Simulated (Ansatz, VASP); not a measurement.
WS2 in VASP and in Ansatz

```
W S
1.0
     3.05140    0.00000    0.00000
    -1.52570    2.64259    0.00000
     0.00000    0.00000   17.25933
W S
1 2
Direct
  0.33333 0.66667 0.00000
  0.66667 0.33333 0.90715
  0.66667 0.33333 0.09285
```

Alike in both runs: task single point; functional PBEsol; k mesh 12 × 12 × 2; occupations gaussian, width 0.02 eV; no spin polarisation.

```csv
,VASP,Ansatz
version,VASP 6.6.1,Ansatz 0.2.0
potentials or method,"VASP PAW PBE potentials, release 64 (W_sv, S), cutoff 520 eV","scalar-relativistic, plane waves, PAW"
valence electrons in the cell,26,26
```

Ansatz gave:

```
gap on the k mesh at the Fermi level (eV) : 1.83
least direct gap on the mesh (eV)         : 2.43
rms of the force components (eV/Å)        : 0.000
```

**Question.** Which values does VASP return?

**Answer.** gap on the k mesh at the Fermi level (eV): 1.83; least direct gap on the mesh (eV): 2.44; rms of the force components (eV/Å): 0.011.

VASP's potentials were made for PBE, not for PBEsol. Atom by atom the forces differ by 0.011 eV/Å (rms over components).

Spin-orbit coupling is off throughout.
